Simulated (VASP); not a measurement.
# CsH (Immm) in VASP: single point with r2SCAN

Aim: the single point of CsH with r2SCAN.

All numbers are computed with VASP 6.6.1; they aren't measurements. Logs are shortened: lines on timing, memory, paths and dates and some standing lists are left out, and cuts for length are marked.

### 1 The cell of the first run

It takes space group Immm (No. 71, orthorhombic). The conventional cell has a = 4.466 Å, b = 4.551 Å, c = 6.376 Å, α = 90.00°, β = 90.00°, γ = 90.00°. Cs (site symmetry mmm) has 6 H at 3.19 Å within 4.2 Å. Within 4.2 Å of H (site symmetry mmm) lie 6 Cs at 3.19 Å.

### 2 Single point, r2SCAN (strain +0.0187 x Voigt [0, 0, 0, 0, 0, 1])

File POSCAR:

```
CsH
1.0
    0.0298078000      3.1880000000      3.1880000000
    3.1880000000      0.0298078000      3.1880000000
    3.2178078000      3.2178078000      0.0000000000
Cs H
1 1
Direct
    0.0000000000      0.0000000000      0.0000000000
    0.5000000000      0.5000000000      0.5000000000
```

File INCAR.step1:

```
PREC     = Accurate       # precision mode
ENCUT    = 520            # plane-wave cutoff, eV
ISMEAR   = 0              # smearing method
SIGMA    = 0.05           # smearing width, eV
LREAL    = False          # projectors in reciprocal space
LASPH    = True           # aspherical terms in the spheres
NELM     = 100            # most SCF steps
NBANDS   = 12             # bands
GGA      = PE             # functional
ALGO     = Normal         # electronic algorithm
EDIFF    = 1E-4           # SCF threshold, eV
LWAVE    = True           # write WAVECAR
LCHARG   = False          # write CHGCAR
```

File INCAR.step2:

```
PREC     = Accurate       # precision mode
ENCUT    = 520            # plane-wave cutoff, eV
EDIFF    = 1E-6           # SCF threshold, eV
ISMEAR   = 0              # smearing method
SIGMA    = 0.05           # smearing width, eV
LREAL    = False          # projectors in reciprocal space
LASPH    = True           # aspherical terms in the spheres
NELM     = 100            # most SCF steps
ALGO     = Normal         # electronic algorithm
ISIF     = 2              # what is computed and relaxed
LWAVE    = False          # write WAVECAR
LCHARG   = False          # write CHGCAR
METAGGA  = R2SCAN         # meta-GGA
LMIXTAU  = True         
NBANDS   = 12             # bands
ISTART   = 1
```

File KPOINTS:

```
Automatic mesh
0
Gamma
  6 6 6
```

Potentials or basis: VASP PAW PBE potentials, release 64 (Cs_sv, H).

Command:

```
$ cat potpaw_PBE.64/Cs_sv/POTCAR potpaw_PBE.64/H/POTCAR > POTCAR
$ cp INCAR.step1 INCAR
$ mpirun -np 1 vasp_std > vasp.out
$ cp INCAR.step2 INCAR
$ mpirun -np 1 vasp_std > vasp.out
```

OUTCAR:

```text
PREC = Accurate
   ENCUT = 520
   EDIFF = 1E-6
   ISMEAR = 0
   LREAL = False
   LASPH = True
   NELM = 100
   ISIF = 2
   METAGGA = R2SCAN
   ISTART = 1

 ion  position               nearest neighbor table
   1  0.000  0.000  0.000-
   2  0.500  0.500  0.500-

  LATTYP: Found a body centered orthorhombic cell.
 ALAT       =     4.4663582418
 B/A-ratio  =     1.0188764952
 C/A-ratio  =     1.4275612602

  Lattice vectors:

 A1 = (   3.1880000000,   0.0298078000,  -3.1880000000)
 A2 = (  -3.1880000000,  -0.0298078000,  -3.1880000000)
 A3 = (   0.0298078000,   3.1880000000,   3.1880000000)

Analysis of symmetry for initial positions (statically):
=====================================================================
 Subroutine PRICEL returns:
 Original cell was already a primitive cell.

 Routine SETGRP: Setting up the symmetry group for a
 body centered orthorhombic supercell.

 Subroutine GETGRP returns: Found  8 space group operations
 (whereof  8 operations were pure point group operations)
 out of a pool of  8 trial point group operations.

The static configuration has the point symmetry D_2h.

Analysis of symmetry for dynamics (positions and initial velocities):
=====================================================================
 Subroutine PRICEL returns:
 Original cell was already a primitive cell.

 Routine SETGRP: Setting up the symmetry group for a
 body centered orthorhombic supercell.

 Subroutine GETGRP returns: Found  8 space group operations
 (whereof  8 operations were pure point group operations)
 out of a pool of  8 trial point group operations.

The dynamic configuration has the point symmetry D_2h.

 Subroutine INISYM returns: Found  8 space group operations
 (whereof  8 operations are pure point group operations),
 and found     1 'primitive' translations

----------------------------------------------------------------------------------------

                                     Primitive cell

  volume of cell :      64.7958

  direct lattice vectors                    reciprocal lattice vectors
     0.029807800  3.188000000  3.188000000    -0.158318420  0.158318420  0.156838143
     3.188000000  0.029807800  3.188000000     0.158318420 -0.158318420  0.156838143
     3.217807800  3.217807800  0.000000000     0.155385291  0.155385291 -0.156838143

  length of vectors
     4.508611372  4.508611372  4.550667432     0.273363581  0.273363581  0.269976629

  position of ions in fractional coordinates (direct lattice)
     0.000000000  0.000000000  0.000000000
     0.500000000  0.500000000  0.500000000

  ion indices of the primitive-cell ions
   primitive index   ion index
                 1           1
                 2           2

----------------------------------------------------------------------------------------

 KPOINTS: Automatic mesh

Automatic generation of k-mesh.
 Grid dimensions read from file:
 generate k-points for:    6    6    6

 Generating k-lattice:

  Cartesian coordinates                     Fractional coordinates (reciprocal lattice)
    -0.026386403  0.026386403  0.026139691     0.166666667  0.000000000  0.000000000
     0.026386403 -0.026386403  0.026139691     0.000000000  0.166666667  0.000000000
     0.025897548  0.025897548 -0.026139691     0.000000000  0.000000000  0.166666667

  Length of vectors
     0.045560597  0.045560597  0.044996105

  Shift w.r.t. Gamma in fractional coordinates (k-lattice)
     0.000000000  0.000000000  0.000000000

 Subroutine IBZKPT returns following result:
 ===========================================

 Found     46 irreducible k-points:

 Following reciprocal coordinates:
            Coordinates               Weight
  0.000000  0.000000  0.000000      1.000000
  0.166667 -0.000000  0.000000      4.000000
  0.333333 -0.000000  0.000000      4.000000
  0.500000  0.000000  0.000000      2.000000
  0.166667  0.166667  0.000000      2.000000
  0.333333  0.166667  0.000000      4.000000
[... 16 lines left out ...]
 -0.166667  0.333333  0.166667      4.000000
  0.500000  0.500000  0.166667      4.000000
 [... further k-points ...]
   k-points           NKPTS =     46   k-points in BZ     NKDIM =     46   number of bands    NBANDS=     12
   number of dos      NEDOS =    301   number of ions     NIONS =      2
   total plane-waves  NPLWV =  46656
   dimension x,y,z NGX =    36 NGY =   36 NGZ =   36
   dimension x,y,z NGXF=    72 NGYF=   72 NGZF=   72
   ions per type =               1   1
   NGX,Y,Z   is equivalent  to a cutoff of  13.27, 13.27, 13.15 a.u.
   NGXF,Y,Z  is equivalent  to a cutoff of  26.55, 26.55, 26.30 a.u.
 SYSTEM =  unknown system
   PREC   = accura    normal or accurate (medium, high low for compatibility)
   ISTART =      1    job   : 0-new  1-cont  2-samecut
   ICHARG =      0    charge: 1-file 2-atom 10-const
   ISPIN  =      1    spin polarized calculation?
   LNONCOLLINEAR =      F non collinear calculations
   LSORBIT =      F    spin-orbit coupling
   LASPH  =      T    aspherical Exc in radial PAW
   ENCUT  =  520.0 eV  38.22 Ry    6.18 a.u.   8.38  8.38  8.46*2*pi/ulx,y,z
   NELM   =    100;   NELMIN=  2; NELMDL=  0     # of ELM steps
   EDIFF  = 0.1E-05   stopping-criterion for ELM
   LREAL  =      F    real-space projection
   EDIFFG = 0.1E-04   stopping-criterion for IOM
   NSW    =      0    number of steps for IOM
   IBRION =     -1    ionic relax: 0-MD 1-quasi-New 2-CG
   NFREE  =      0    steps in history (QN), initial steepest desc. (CG)
   ISIF   =      2    stress and relaxation
   ISYM   =      2    0-nonsym 1-usesym 2-fastsym
   POTIM  = 0.5000    time-step for ionic-motion
   TEBEG  =    0.0;   TEEND  =   0.0 temperature during run
   PSTRESS=    0.0 pullay stress
   NELECT =      10.0000    total number of electrons
   NUPDOWN=      -1.0000    fix difference up-down
   EMIN   =  10.00;   EMAX   =-10.00  energy-range for DOS
   EFERMI =   0.00;   METHOD = LEGACY
   ISMEAR =     0;   SIGMA  =   0.05  broadening in eV -4-tet -1-fermi 0-gaus
   EFERMI_NEDOS =   21; number of points for ismear=-14 and -15
   IALGO  =     38    algorithm
   IMIX   =      4    mixing-type and parameters
     AMIX     =   0.40;   BMIX     =  1.00
     AMIX_MAG =   1.60;   BMIX_MAG =  1.00
  volume/ion in A,a.u.               =      32.40       218.63
  Fermi-wavevector in a.u.,A,eV,Ry     =   0.878131  1.659426 10.491637  0.771114
  Thomas-Fermi vector in A             =   1.998175
   LORBIT       =      0    0 simple, 1 ext, 2 COOP (PROOUT), +10 PAW based schemes
   METAGGA = R2SCAN    functional components
   LHFCALC =     F    Hartree Fock is set to
   AEXX    =    0.0000 exact exchange contribution
   IVDW    =     0    specifies the selected vdW correction
   LEPSILON=     F    determine dielectric tensor
   LRPA    =     F    only Hartree local field effects (RPA)
 non-spin polarized calculation
 Gauss-broadening in eV      SIGMA  =   0.05
  energy-cutoff  :      520.00
  volume of cell :       64.80
 maximum number of plane-waves:      1783
 NGX is ok and might be reduce to    36
   NGX = 17   NGY = 17   NGZ = 17

 number of electron      10.0000000 magnetization

 Free energy of the ion-electron system (eV)
  ---------------------------------------------------
  ext. energy  EPLUGINS =         0.00000000
  ---------------------------------------------------
  free energy    TOTEN  =       -28.98844262 eV

  energy without entropy =      -28.98844262  energy(sigma->0) =      -28.98844262

 E-fermi :   0.1549     XC(G=0):  -7.5580

 val. band max:       -0.1072783173   @ k =   0.5000   0.0000   0.0000
 cond. band min:       2.5497392255   @ k =   0.0000   0.0000   0.5000
 fundamental gap:      2.6570175428
 Fermi energy:         0.1549070070

 k-point     1 :       0.0000    0.0000    0.0000
  band No.  band energies     occupation
      1     -22.1864      2.00000
      2      -8.2761      2.00000
      3      -8.2717      2.00000
      4      -8.2660      2.00000
      5      -1.7621      2.00000
      6       5.4920      0.00000
      7       5.5667      0.00000
      8       5.6638      0.00000
      9       6.2324      0.00000
     10       7.4885      0.00000
     11       7.4887      0.00000
     12       9.1215      0.00000

 k-point     2 :       0.1667   -0.0000    0.0000
  band No.  band energies     occupation
      1     -22.1656      2.00000
      2      -8.5053      2.00000
      3      -8.2994      2.00000
      4      -8.2958      2.00000
      5      -1.3666      2.00000
      6       4.7098      0.00000
      7       5.6548      0.00000
      8       5.7767      0.00000
      9       6.0639      0.00000
     10       6.9993      0.00000
     11       7.0253      0.00000
     12      10.3052      0.00000

 k-point     3 :       0.3333   -0.0000    0.0000
  band No.  band energies     occupation
      1     -22.1235      2.00000
      2      -8.9271      2.00000
      3      -8.3465      2.00000
      4      -8.3452      2.00000
      5      -0.5657      2.00000
      6       3.2351      0.00000
      7       5.3170      0.00000
      8       5.4370      0.00000
      9       6.6984      0.00000
     10       7.6815      0.00000
     11       7.7633      0.00000
     12      12.1430      0.00000
[... 286 lines left out ...]
 k-point    23 :      -0.1667    0.3333    0.1667
  band No.  band energies     occupation
      1     -22.0968      2.00000
      2      -8.9031      2.00000
      3      -8.5774      2.00000
      4      -8.4360      2.00000
      5      -0.7248      2.00000
      6       4.0915      0.00000
      7       4.1174      0.00000
      8       6.1160      0.00000
      9       7.3143      0.00000
     10       8.3234      0.00000
     11       9.4719      0.00000
     12      10.6114      0.00000

 k-point    24 :       0.5000    0.5000    0.1667
  band No.  band energies     occupation
      1     -22.0868      2.00000
      2      -8.9230      2.00000
      3      -8.6069      2.00000
      4      -8.4862      2.00000
      5      -0.9978      2.00000
      6       3.6341      0.00000
      7       5.1611      0.00000
      8       7.0608      0.00000
      9       7.4022      0.00000
     10       9.0474      0.00000
     11       9.1933      0.00000
     12       9.9552      0.00000

 [... further k-points ...]
[... 5 lines left out ...]
  --------------------------------------------------------------------------------------
  -------------------------------------------------------------------------------------
  Total        0.0183865      0.0183865      0.0175299     -0.0349908      0.0000000      0.0000000
  in kB        0.4546351      0.4546351      0.4334541     -0.8652008      0.0000000      0.0000000
  external PRESSURE =       0.4475748 kB  Pullay stress =       0.0000000 kB

 VOLUME and BASIS-vectors are now :
 -----------------------------------------------------------------------------
  energy-cutoff  :      520.00
  volume of cell :       64.80
      direct lattice vectors                 reciprocal lattice vectors
     0.029807800  3.188000000  3.188000000    -0.158318420  0.158318420  0.156838143
     3.188000000  0.029807800  3.188000000     0.158318420 -0.158318420  0.156838143
     3.217807800  3.217807800  0.000000000     0.155385291  0.155385291 -0.156838143

 POSITION                                       TOTAL-FORCE (eV/Angst)
 -----------------------------------------------------------------------------------
      0.00000      0.00000      0.00000        -0.000000      0.000000      0.000000
      3.21781      3.21781      3.18800         0.000000     -0.000000     -0.000000
 -----------------------------------------------------------------------------------
    total drift:                               -0.000000      0.000000      0.000000

  FREE ENERGIE OF THE ION-ELECTRON SYSTEM (eV)
  ---------------------------------------------------
  free  energy   TOTEN  =       -28.9884426202 eV

  energy  without entropy=      -28.9884426202  energy(sigma->0) =      -28.98844262
```

It took 76 s on 1 thread of Intel Xeon Platinum 8488C (Sapphire Rapids), shared host; peak memory 0.23 GiB.

What came out:

| Item | Value |
| --- | --- |
| Free energy | -28.9884 eV |
| Pressure | 0.0 GPa |
| Band gap on the k mesh | 2.66 eV |

Caveat: the cell differs from its parent crystal (strain +0.0187 x Voigt [0, 0, 0, 0, 0, 1]); the PAW data sets were made with another functional, which shifts forces and pressure a little; spin-orbit coupling is left out, which moves the levels of the heavy elements.
